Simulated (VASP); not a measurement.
Wanted: the native input for a VASP 6.6.1 run.

```yaml
Task: single point
Functional: PBEsol
Potentials_or_basis: VASP PAW PBE potentials, release 64 (Sn_d)
Cutoff: 520 eV
k_mesh: 13 × 13 × 13
Occupations: fermi-dirac, width 0.1 eV
Spin: no spin polarisation
Dipole_correction: no
Further_INCAR_settings: ALGO = Normal; EDIFF = 1e-07; NBANDS = 13
```

The structure of Sn lies in POSCAR:

```
Sn
1.0
    0.0000000000      2.3358295935      2.3358295935
    2.3358295935      0.0000000000      2.3358295935
    2.3358295935      2.3358295935      0.0000000000
Sn
1
Direct
    0.0000000000      0.0000000000      0.0000000000
```

This cell differs from its parent crystal: volume scaled by 0.96.

These files were run (other wordings do the same):

INCAR

```
SYSTEM = Sn
PREC = Accurate
ENCUT = 520
EDIFF = 1E-7
ISMEAR = -1
SIGMA = 0.1
LREAL = .FALSE.
LASPH = .TRUE.
NELM = 100
ALGO = Normal
ISIF = 2
LWAVE = .FALSE.
LCHARG = .FALSE.
GGA = PS
NBANDS = 13
```

KPOINTS

```
Automatic mesh
0
G
  13 13 13
  0 0 0
```

Potentials or basis: VASP PAW PBE potentials, release 64 (Sn_d).

Launch:

```sh
$ cat potpaw_PBE.64/Sn_d/POTCAR > POTCAR
$ mpirun -np 1 vasp_std > vasp.out
```

It gave:

```yaml
Pressure: 2.2 GPa
Band_gap_on_the_k_mesh: zero (band 7 reaches 17.01 eV, above the bottom of band 8 at 6.70 eV)
```

Caveat: the PAW data sets were made with another functional, which shifts forces and pressure a little; spin-orbit coupling is left out, which moves the levels of the heavy elements.

Run time: 33 s on 1 thread of Intel(R) Xeon(R) Platinum 8259CL CPU @ 2.50GHz (Skylake/Cascade Lake), on a shared host, peak memory 0.17 GiB.
